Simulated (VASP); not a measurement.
Set up this calculation in VASP 6.6.1, as the native input.

| Property | Result |
| --- | --- |
| Task | single point |
| Functional | PBE |
| Potentials or basis | VASP PAW PBE potentials, release 64 (Fe, O) |
| Cutoff | 520 eV |
| k mesh | 11 × 11 × 11 |
| Occupations | fermi-dirac, width 0.05 eV |
| Spin | collinear spin, ferromagnetic start |
| Starting moments | [4.0, 0.0] μB |
| Dipole correction | no |
| Further INCAR settings | ALGO = Normal; EDIFF = 1e-07; NBANDS = 18 |

The structure of FeO lies in POSCAR:

```
FeO
1.0
    0.0000000000      2.1409339512      2.1409339512
    2.1409339512      0.0000000000      2.1409339512
    2.1409339512      2.1409339512      0.0000000000
Fe O
1 1
Direct
    0.0000000000      0.0000000000      0.0000000000
    0.5000000000      0.5000000000      0.5000000000
```

This cell differs from its parent crystal: volume scaled by 0.98.

One way to write it, as run:

INCAR

```
ALGO     = Normal         # electronic algorithm
EDIFF    = 1E-7           # SCF threshold, eV
ENCUT    = 520            # plane-wave cutoff, eV
GGA      = PE             # functional
ISIF     = 2              # what is computed and relaxed
ISMEAR   = -1             # smearing method
ISPIN    = 2              # spin polarisation
LASPH    = T              # aspherical terms in the spheres
LCHARG   = F              # write CHGCAR
LMAXMIX  = 4              # l up to which the mixer works
LORBIT   = 11             # projections on sites
LREAL    = F              # projectors in reciprocal space
LWAVE    = F              # write WAVECAR
MAGMOM   = 4 0            # initial moments
NBANDS   = 18             # bands
NELM     = 150            # most SCF steps
PREC     = Accurate       # precision mode
SIGMA    = 0.05           # smearing width, eV
```

KPOINTS

```
k-points
0
Gamma
  11 11 11
```

Potentials or basis: VASP PAW PBE potentials, release 64 (Fe, O).

Launch:

```console
$ cat potpaw_PBE.64/Fe/POTCAR potpaw_PBE.64/O/POTCAR > POTCAR
$ mpirun -np 1 vasp_std > vasp.out
```

Results of the run:

```json
{"Pressure": "3.8 GPa", "Band gap on the k mesh": "zero (filled and empty bands overlap)", "Net moment": "4.00 μB per cell", "Site moments": "Fe +3.62; O +0.31 μB", "Valence electrons inside the program's atomic spheres": "Fe 6.76; O 5.00"}
```

Caveat: a cell with one magnetic atom can't hold antiferromagnetic order, which such compounds often take; semilocal functionals often make such compounds metallic where correlation or magnetic order opens a gap, which also shifts bond lengths.

It took 2.3 min on 1 thread of AMD EPYC 7R13, on a shared host, peak memory 0.14 GiB.
